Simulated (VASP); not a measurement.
Input of a VASP 6.6.1 run:

INCAR

```
SYSTEM = ErInC
  PREC = Accurate
  ENCUT = 600
  EDIFF = 1E-6
  ISMEAR = 0
  SIGMA = 0.1
  LREAL = .FALSE.
  LASPH = .TRUE.
  NELM = 200
  ALGO = Normal
  ISIF = 2
  LWAVE = .FALSE.
  LCHARG = .FALSE.
  GGA = PE
  NBANDS = 20
  GGA_COMPAT = .FALSE.
  LMAXMIX = 6
```

Contents of KPOINTS:

```
regular mesh
0
G
  12 12 12
  0 0 0
```

The input POSCAR:

```
ErInC
1.0
    3.4905195490      0.0000000000      0.0000000000
    0.0000000000      3.4905154079      0.0000000000
    0.0000000000      0.0000000000      4.5762771020
Er In C
1 1 1
Direct
    0.0000000000      0.0000000000      0.0000000000
    0.5000000000      0.5000000000      0.5000000000
    0.5000000000      0.5000000000      0.0000000000
```

Potentials or basis: VASP PAW PBE potentials, release 64 (Er_3, In_d, C), 4f in core.

Launch:

```console
$ cat potpaw_PBE.64/Er_3/POTCAR potpaw_PBE.64/In_d/POTCAR potpaw_PBE.64/C/POTCAR > POTCAR
$ mpirun -np 1 vasp_std > vasp.out
```

(1) Predict the pressure.

(2) What does it give for the band gap on the k mesh?

Answers

(1) 0.6 GPa.

(2) zero (bands 13 and 14 overlap by 2.90 eV).

Caveat: spin-orbit coupling is left out, which moves the levels of the heavy elements; the 4f electrons are frozen in the core, so they carry no moment and show no levels.
